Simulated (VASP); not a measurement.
SiC: single point with r2SCAN

Crystal: SiC.

```
Si C
1.0
     3.07553    0.00000    0.00000
    -1.53776    2.66349    0.00000
     0.00000    0.00000    5.04739
Si C
2 2
Direct
  0.33333 0.66667 0.00457
  0.66667 0.33333 0.50457
  0.33333 0.66667 0.38043
  0.66667 0.33333 0.88043
```

```json
{
 "Program": "VASP 6.6.1",
 "Task": "single point",
 "Functional": "r2SCAN",
 "Potentials or basis": "VASP PAW PBE potentials, release 64 (Si, C)",
 "Cutoff": "520 eV",
 "k mesh": "8 × 8 × 6",
 "Occupations": "tetrahedron",
 "Spin": "no spin polarisation"
}
```

| Item | Value |
| --- | --- |
| Pressure | -0.2 GPa |
| Band gap on the k mesh | 2.92 eV, indirect (least direct gap 4.48 eV) |

Forces in eV/Å, atoms in the order of the input:
```
Si   0.000  0.000  0.002
Si   0.000  0.000  0.002
C    0.000  0.000 -0.002
C    0.000  0.000 -0.002
```

Stress tensor (GPa, compression positive):
```
-0.21  0.00  0.00
 0.00 -0.21  0.00
 0.00  0.00 -0.10
```

Levels at points of the mesh, in eV from the valence-band top:
```csv
k point,band 4,band 5,band 6,band 7,band 8,band 9,band 10,band 11,band 12,band 13
"(0.00, 0.00, 0.00)",-1.39,-1.39,-0.11,0.00,0.00,5.38,6.78,7.19,7.19,8.33
"(0.50, 0.00, 0.00)",-6.54,-5.62,-3.48,-3.36,-1.26,3.23,4.67,7.47,7.65,10.77
"(0.00, 0.00, 0.50)",-4.62,-0.75,-0.75,-0.75,-0.75,6.50,6.50,7.89,7.89,7.89
"(0.50, 0.00, 0.50)",-8.54,-2.56,-2.56,-2.44,-2.44,3.72,3.72,5.79,5.79,11.11
```

It took 34 s on 1 thread of Intel(R) Xeon(R) 6975P-C (Granite Rapids) (shared host), peak memory 0.16 GiB.

Caveat: the PAW data sets were made with another functional, which shifts forces and pressure a little. r2SCAN opens gaps a little over a GGA but as a rule still falls short of measured ones.
